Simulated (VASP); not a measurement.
# TaN (P-62m) in VASP: further runs

The runs below take TaN through relaxation of cell and atoms, single point, with RPBE+D4, PBEsol+D3(BJ), PBEsol+D4, PBE.

All numbers are computed with VASP 6.6.1; they aren't measurements. Logs are shortened: lines on timing, memory, paths and dates and some standing lists are left out, and cuts for length are marked.

## (1) The cell of the first run

It takes space group P-62m (No. 189, hexagonal). Conventional cell: a = 5.196 Å, b = 5.196 Å, c = 2.911 Å, α = 90.00°, β = 90.00°, γ = 120.00°. Within 2.7 Å of Ta (site symmetry -62m) lie 3 N at 2.04 Å. Ta (site symmetry -6) has 6 N at 2.16 Å within 2.9 Å. Within 2.7 Å of N (site symmetry m2m) lie 5 Ta at 2.04 to 2.16 Å.

## (2) Relaxation of cell and atoms, RPBE+D4

Contents of INCAR:

```
SYSTEM = TaN
PREC     = Accurate       ! precision mode
ENCUT    = 600            ! plane-wave cutoff, eV
EDIFF    = 1E-6           ! SCF threshold, eV
ISMEAR   = -1             ! smearing method
SIGMA    = 0.05           ! smearing width, eV
LREAL    = .False.        ! projectors in reciprocal space
LASPH    = .True.         ! aspherical terms in the spheres
NELM     = 100            ! most SCF steps
ALGO     = Normal         ! electronic algorithm
ISIF     = 3              ! what is computed and relaxed
LWAVE    = .False.        ! write WAVECAR
LCHARG   = .False.        ! write CHGCAR
GGA      = RP             ! functional
IVDW     = 13             ! dispersion correction
IBRION   = 2              ! ionic algorithm
NSW      = 60             ! ionic steps
EDIFFG   = -0.01          ! ionic threshold
```

Contents of KPOINTS:

```
regular mesh
0
Gamma
  6 6 9
  0 0 0
```

Contents of POSCAR:

```
TaN
1.0
    5.1960000000      0.0000000000      0.0000000000
   -2.5980000000      4.4998679981      0.0000000000
    0.0000000000      0.0000000000      2.9110000000
Ta N
3 3
Direct
    0.0000000000      0.0000000000      0.0000000000
    0.6666666667      0.3333333333      0.5000000000
    0.3333333333      0.6666666667      0.5000000000
    0.0000000000      0.3928500000      0.0000000000
    0.6071500000      0.6071500000      0.0000000000
    0.3928500000      0.0000000000      0.0000000000
```

Potentials or basis: VASP PAW PBE potentials, release 64 (Ta_pv, N).

The run is started by

```
> cat potpaw_PBE.64/Ta_pv/POTCAR potpaw_PBE.64/N/POTCAR > POTCAR
> mpirun -np 1 vasp_std > vasp.out
```

OUTCAR:

```text
SYSTEM = TaN
   PREC = Accurate
   ENCUT = 600
   EDIFF = 1E-6
   ISMEAR = -1
   LREAL = .False.
   LASPH = .True.
   NELM = 100
   ISIF = 3
   GGA = RP
   IVDW = 13
   IBRION = 2
   NSW = 60
   EDIFFG = -0.01

 ion  position               nearest neighbor table
   1  0.000  0.000  0.000-   6 2.04   5 2.04   4 2.04   3 3.33   2 3.33   2 3.33   3 3.33   2 3.33
                             2 3.33   3 3.33   3 3.33   2 3.33   2 3.33   3 3.33   3 3.33
   2  0.667  0.333  0.500-   4 2.16   4 2.16   6 2.16   6 2.16   5 2.16   5 2.16   3 3.00   3 3.00
                             3 3.00   1 3.33   1 3.33   1 3.33   1 3.33   1 3.33   1 3.33
   3  0.333  0.667  0.500-   6 2.16   6 2.16   4 2.16   4 2.16   5 2.16   5 2.16   2 3.00   2 3.00
                             2 3.00   1 3.33   1 3.33   1 3.33   1 3.33   1 3.33   1 3.33
   4  0.000  0.393  0.000-   1 2.04   2 2.16   2 2.16   3 2.16   3 2.16
   5  0.607  0.607  0.000-   1 2.04   3 2.16   3 2.16   2 2.16   2 2.16
   6  0.393  0.000  0.000-   1 2.04   3 2.16   3 2.16   2 2.16   2 2.16

  LATTYP: Found a hexagonal cell.
 ALAT       =     5.1960000000
 C/A-ratio  =     0.5602386451

  Lattice vectors:

 A1 = (   5.1960000000,   0.0000000000,   0.0000000000)
 A2 = (  -2.5980000000,   4.4998679981,   0.0000000000)
 A3 = (   0.0000000000,   0.0000000000,   2.9110000000)

Analysis of symmetry for initial positions (statically):
=====================================================================
 Subroutine PRICEL returns:
 Original cell was already a primitive cell.

 Routine SETGRP: Setting up the symmetry group for a
 hexagonal supercell.

 Subroutine GETGRP returns: Found 12 space group operations
 (whereof 12 operations were pure point group operations)
 out of a pool of 24 trial point group operations.

The static configuration has the point symmetry D_3h.

Analysis of symmetry for dynamics (positions and initial velocities):
=====================================================================
 Subroutine PRICEL returns:
 Original cell was already a primitive cell.

 Routine SETGRP: Setting up the symmetry group for a
 hexagonal supercell.

 Subroutine GETGRP returns: Found 12 space group operations
 (whereof 12 operations were pure point group operations)
 out of a pool of 24 trial point group operations.

The dynamic configuration has the point symmetry D_3h.

 Subroutine INISYM returns: Found 12 space group operations
 (whereof 12 operations are pure point group operations),
 and found     1 'primitive' translations

----------------------------------------------------------------------------------------

                                     Primitive cell

  volume of cell :      68.0630

  direct lattice vectors                    reciprocal lattice vectors
     5.196000000  0.000000000  0.000000000     0.192455735  0.111114371  0.000000000
    -2.598000000  4.499867998  0.000000000     0.000000000  0.222228741  0.000000000
[... 85 lines left out ...]
   ISTART =      0    job   : 0-new  1-cont  2-samecut
   ICHARG =      2    charge: 1-file 2-atom 10-const
   ISPIN  =      1    spin polarized calculation?
   LNONCOLLINEAR =      F non collinear calculations
   LSORBIT =      F    spin-orbit coupling
   LASPH  =      T    aspherical Exc in radial PAW
   ENCUT  =  600.0 eV  44.10 Ry    6.64 a.u.  10.38 10.38  5.81*2*pi/ulx,y,z
   NELM   =    100;   NELMIN=  2; NELMDL= -5     # of ELM steps
   EDIFF  = 0.1E-05   stopping-criterion for ELM
   LREAL  =      F    real-space projection
   EDIFFG = -.1E-01   stopping-criterion for IOM
   NSW    =     60    number of steps for IOM
   IBRION =      2    ionic relax: 0-MD 1-quasi-New 2-CG
   NFREE  =      1    steps in history (QN), initial steepest desc. (CG)
   ISIF   =      3    stress and relaxation
   ISYM   =      2    0-nonsym 1-usesym 2-fastsym
   POTIM  = 0.5000    time-step for ionic-motion
   TEBEG  =    0.0;   TEEND  =   0.0 temperature during run
   PSTRESS=    0.0 pullay stress
   NELECT =      48.0000    total number of electrons
   NUPDOWN=      -1.0000    fix difference up-down
   EMIN   =  10.00;   EMAX   =-10.00  energy-range for DOS
   EFERMI =   0.00;   METHOD = LEGACY
   ISMEAR =    -1;   SIGMA  =   0.05  broadening in eV -4-tet -1-fermi 0-gaus
   EFERMI_NEDOS =   21; number of points for ismear=-14 and -15
   IALGO  =     38    algorithm
   IMIX   =      4    mixing-type and parameters
     AMIX     =   0.40;   BMIX     =  1.00
     AMIX_MAG =   1.60;   BMIX_MAG =  1.00
  volume/ion in A,a.u.               =      11.34        76.55
  Fermi-wavevector in a.u.,A,eV,Ry     =   1.457197  2.753703 28.890916  2.123422
  Thomas-Fermi vector in A             =   2.574026
   LORBIT       =      0    0 simple, 1 ext, 2 COOP (PROOUT), +10 PAW based schemes
   GGA     = RP    functional components
   LHFCALC =     F    Hartree Fock is set to
   AEXX    =    0.0000 exact exchange contribution
   IVDW    =    13    specifies the selected vdW correction
   LEPSILON=     F    determine dielectric tensor
   LRPA    =     F    only Hartree local field effects (RPA)
 conjugate gradient relaxation of ions
 non-spin polarized calculation
  energy-cutoff  :      600.00
  volume of cell :       68.06
 maximum number of plane-waves:      2304
 NGX is ok and might be reduce to    42
   NGX = 21   NGY = 21   NGZ = 11

--------------------------------------- Ionic step        1  -------------------------------------------

 number of electron      48.0000003 magnetization

 Free energy of the ion-electron system (eV)
  ---------------------------------------------------
  ext. energy  EPLUGINS =         0.00000000
  ---------------------------------------------------
  free energy    TOTEN  =       -64.38209656 eV

  energy without entropy =      -64.37559043  energy(sigma->0) =      -64.37884349

------------------------ aborting loop because EDIFF is reached ----------------------------------------

  DFT-D4 for vdW energy calculation

  Edisp (eV):   -3.54567
[... 343 lines left out ...]
--------------------------------------- Ionic step        9  -------------------------------------------

 number of electron      48.0000001 magnetization

 Free energy of the ion-electron system (eV)
  ---------------------------------------------------
  ext. energy  EPLUGINS =         0.00000000
  ---------------------------------------------------
  free energy    TOTEN  =       -64.38420243 eV

  energy without entropy =      -64.37756914  energy(sigma->0) =      -64.38088579

 E-fermi :   8.4191     XC(G=0): -12.9318

 val. band max:        8.4096423942   @ k =   0.1667   0.0000   0.3333
 cond. band min:       8.4360227582   @ k =   0.1667   0.0000   0.2222
 fundamental gap:      0.0263803640
 Fermi energy:         8.4191178262

 k-point     1 :       0.0000    0.0000    0.0000
  band No.  band energies     occupation
      1     -27.8433      2.00000
      2     -27.8433      2.00000
      3     -27.4922      2.00000
      4     -27.4922      2.00000
      5     -27.3103      2.00000
      6     -27.2049      2.00000
[... 733 lines left out ...]
     27      10.5951      0.00000
     28      10.7689      0.00000

 [... further k-points ...]

------------------------ aborting loop because EDIFF is reached ----------------------------------------

  DFT-D4 for vdW energy calculation

  Edisp (eV):   -3.54429
[... 29 lines left out ...]
  FREE ENERGIE OF THE ION-ELECTRON SYSTEM (eV)
  ---------------------------------------------------
  free  energy   TOTEN  =       -67.9284969949 eV

  energy  without entropy=      -67.9218637110  energy(sigma->0) =      -67.92518035

 reached required accuracy - stopping structural energy minimisation
```

CONTCAR:

```text
TaN
   1.00000000000000
     5.2009892834422891    0.0000000000000000    0.0000000000000000
    -2.6004946417211445    4.5041888443078077   -0.0000000000000000
    -0.0000000000000000    0.0000000000000000    2.9067052634335413
  Ta              N
     3     3
Direct
     0.0000000000000000    0.0000000000000000    0.0000000000000000
     0.6666666667000030    0.3333333332999970    0.5000000000000000
     0.3333333332999970    0.6666666667000030    0.5000000000000000
     0.0000000000000000    0.3933946685728097    0.0000000000000000
     0.6066053314271905    0.6066053314271905    0.0000000000000000
     0.3933946685728097    0.0000000000000000    0.0000000000000000

  0.00000000E+00  0.00000000E+00  0.00000000E+00
  0.00000000E+00  0.00000000E+00  0.00000000E+00
  0.00000000E+00  0.00000000E+00  0.00000000E+00
  0.00000000E+00  0.00000000E+00  0.00000000E+00
  0.00000000E+00  0.00000000E+00  0.00000000E+00
  0.00000000E+00  0.00000000E+00  0.00000000E+00
```

It took 10 min on 1 thread of AMD EPYC 7R13, shared host; peak memory 0.22 GiB.

What came out:

- Free energy: -67.9285 eV
- Relaxed volume: 11.35 Å³/atom
- Relaxed cell: a = 5.201 Å, b = 5.201 Å, c = 2.907 Å, α = 90.00°, β = 90.00°, γ = 120.00°
- Space group after relaxing (to 0.05 Å): P-62m (No. 189)
- Energy gained by relaxing: 0.1 meV/atom
- Ionic steps: 9
- Pressure after relaxing: 0.0 GPa
- Largest force after relaxing: 0.010 eV/Å
- Band gap on the k mesh: zero (band 24 reaches 10.19 eV, above the bottom of band 25 at 7.10 eV)
- Dispersion energy per atom: -0.591 eV

Forces in eV/Å, atoms in the order of the input:
```
Ta   0.000  0.000  0.000
Ta   0.000  0.000  0.000
Ta   0.000  0.000  0.000
N   -0.005  0.008  0.000
N   -0.005 -0.008  0.000
N    0.010  0.000  0.000
```

The path:
```tsv
step	energy change (eV)	largest force (eV/Å)	pressure (GPa)	volume (Å³)
1	0.0000	0.0809	0.20	68.06
2	-0.0003	0.0256	-0.52	68.20
3	-0.0007	0.0198	-0.20	68.14
4	-0.0007	0.0185	-0.20	68.14
5	-0.0006	0.0039	-0.32	68.16
6	-0.0007	0.0170	-0.22	68.15
7	-0.0007	0.0010	0.32	68.02
8	-0.0007	0.0083	0.05	68.09
9	-0.0007	0.0097	0.01	68.09
```

Final structure:
```yaml
crystal:
  lattice:
    - [5.20099, 0.00000, 0.00000]
    - [-2.60049, 4.50419, 0.00000]
    - [0.00000, 0.00000, 2.90671]
  atoms:
    - { symbol: Ta, position: [0.00000, 0.00000, 0.00000] }
    - { symbol: Ta, position: [0.66667, 0.33333, 0.50000] }
    - { symbol: Ta, position: [0.33333, 0.66667, 0.50000] }
    - { symbol: N, position: [0.00000, 0.39339, 0.00000] }
    - { symbol: N, position: [0.60661, 0.60661, 0.00000] }
    - { symbol: N, position: [0.39339, 0.00000, 0.00000] }
```

Levels at points of the mesh, in eV from the Fermi level:
| k point | band 21 | band 22 | band 23 | band 24 | band 25 | band 26 | band 27 | band 28 |
| --- | --- | --- | --- | --- | --- | --- | --- | --- |
| (0.00, 0.00, 0.00) | -4.24 | -3.31 | -1.90 | -0.89 | -0.89 | 0.66 | 0.66 | 1.84 |
| (0.50, 0.00, 0.00) | -3.89 | -3.86 | -2.82 | -2.59 | 1.26 | 1.86 | 1.95 | 2.47 |

Caveat: the PAW data sets were made with another functional, which shifts forces and pressure a little; spin-orbit coupling is left out, which moves the levels of the heavy elements; pairwise dispersion overbinds metals, which lowers pressure and volume.

## (3) Relaxation of cell and atoms, PBEsol+D3(BJ)

Contents of INCAR:

```
ALGO = Normal
EDIFF = 1E-6
EDIFFG = -0.01
ENCUT = 600
GGA = PS
IBRION = 2
ISIF = 3
ISMEAR = -1
IVDW = 12
LASPH = True
LCHARG = False
LREAL = False
LWAVE = False
NELM = 80
NSW = 60
PREC = Accurate
SIGMA = 0.05
```

Contents of KPOINTS:

```
k-points
0
Gamma
  6 6 9
```

POSCAR is that of step 2.

Potentials or basis: VASP PAW PBE potentials, release 64 (Ta_pv, N).

The run is started by

```
> cat potpaw_PBE.64/Ta_pv/POTCAR potpaw_PBE.64/N/POTCAR > POTCAR
> mpirun -np 1 vasp_std > vasp.out
```

Run time: 10 min. Hardware: 1 thread of AMD EPYC 7R13, shared host; peak memory 0.23 GiB.

The run converged. Its results:

- Free energy: -74.1183 eV
- Relaxed volume: 11.02 Å³/atom
- Relaxed cell: a = 5.149 Å, b = 5.149 Å, c = 2.880 Å, α = 90.00°, β = 90.00°, γ = 120.00°
- Space group after relaxing (to 0.05 Å): P-62m (No. 189)
- Energy gained by relaxing: 9.6 meV/atom
- Ionic steps: 10
- Pressure after relaxing: 0.1 GPa
- Largest force after relaxing: 0.003 eV/Å
- Band gap on the k mesh: zero (band 24 reaches 10.32 eV, above the bottom of band 25 at 7.11 eV)
- Dispersion energy per atom: -0.449 eV

Forces on the atoms (eV/Å):
```
Ta   0.000  0.000  0.000
Ta   0.000  0.000  0.000
Ta   0.000  0.000  0.000
N   -0.002  0.003  0.000
N   -0.002 -0.003  0.000
N    0.003  0.000  0.000
```

Stress tensor (GPa, compression positive):
```
0.14 0.00 0.00
0.00 0.14 0.00
0.00 0.00 0.03
```

Step by step:
| step | energy change (eV) | largest force (eV/Å) | pressure (GPa) | volume (Å³) |
| --- | --- | --- | --- | --- |
| 1 | 0.0000 | 0.0237 | -9.25 | 68.06 |
| 2 | 0.3041 | 0.3860 | 27.93 | 61.81 |
| 3 | -0.0562 | 0.1254 | -0.22 | 66.23 |
| 4 | -0.0562 | 0.1278 | 0.00 | 66.19 |
| 5 | -0.0562 | 0.1299 | 0.20 | 66.15 |
| 6 | -0.0572 | 0.0084 | 0.17 | 66.13 |
| 7 | -0.0572 | 0.0144 | 0.17 | 66.13 |
| 8 | -0.0573 | 0.0056 | -0.38 | 66.23 |
| 9 | -0.0574 | 0.0035 | -0.15 | 66.18 |
| 10 | -0.0574 | 0.0035 | 0.10 | 66.13 |

Final structure:
```
CELL_PARAMETERS angstrom
5.14877 0.00000 0.00000
-2.57439 4.45897 0.00000
0.00000 0.00000 2.88045
ATOMIC_POSITIONS crystal
Ta 0.00000 0.00000 0.00000
Ta 0.66667 0.33333 0.50000
Ta 0.33333 0.66667 0.50000
N 0.00000 0.39411 0.00000
N 0.60589 0.60589 0.00000
N 0.39411 0.00000 0.00000
```

Levels at points of the mesh, in eV from the Fermi level:
```csv
k point,band 21,band 22,band 23,band 24,band 25,band 26,band 27,band 28
"(0.00, 0.00, 0.00)",-4.31,-3.34,-1.96,-0.94,-0.94,0.60,0.60,1.92
"(0.50, 0.00, 0.00)",-3.97,-3.96,-2.89,-2.70,1.30,1.87,1.98,2.51
```

Caveat: the PAW data sets were made with another functional, which shifts forces and pressure a little; spin-orbit coupling is left out, which moves the levels of the heavy elements; pairwise dispersion overbinds metals, which lowers pressure and volume.

(Continued in part 2 of 2.)
